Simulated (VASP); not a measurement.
Here is a VASP 6.6.1 calculation.

Contents of INCAR:

```
SYSTEM = Mg3CdTe4
ALGO = Normal ; EDIFF = 1E-7
ENCUT = 520 ; GGA = PE
ISIF = 2 ; ISMEAR = 0
LASPH = .TRUE. ; LCHARG = .FALSE.
LREAL = .FALSE. ; LWAVE = .FALSE.
NBANDS = 31 ; NELM = 60
PREC = Accurate ; SIGMA = 0.1
```

File KPOINTS:

```
k-points
0
G
  6 6 2
  0 0 0
```

The input POSCAR:

```
Mg3CdTe4
1.0
    4.6119192128     -0.0000000031      0.0000000000
   -2.3059596037      3.9940392001      0.0000000000
    0.0000000000      0.0000000000     15.0276453081
Mg Cd Te
3 1 4
Direct
    0.3333333333      0.6666666667      0.4959167280
    0.3333333333      0.6666666667      0.9998849272
    0.6666666667      0.3333333333      0.2481738272
    0.6666666667      0.3333333333      0.7501298665
    0.3333333333      0.6666666667      0.1873796355
    0.3333333333      0.6666666667      0.6831797528
    0.6666666667      0.3333333333      0.4354973737
    0.6666666667      0.3333333333      0.9398379291
```

Potentials or basis: VASP PAW PBE potentials, release 64 (Mg, Cd, Te).

Command:

```sh
$ cat potpaw_PBE.64/Mg/POTCAR potpaw_PBE.64/Cd/POTCAR potpaw_PBE.64/Te/POTCAR > POTCAR
$ mpirun -np 1 vasp_std > vasp.out
```

(1) Predict the band gap on the k mesh.

(2) What does it give for the largest force?

Results:

(1) 1.62 eV.

(2) 0.042 eV/Å.

Caveat: spin-orbit coupling is left out, which moves the levels of the heavy elements.
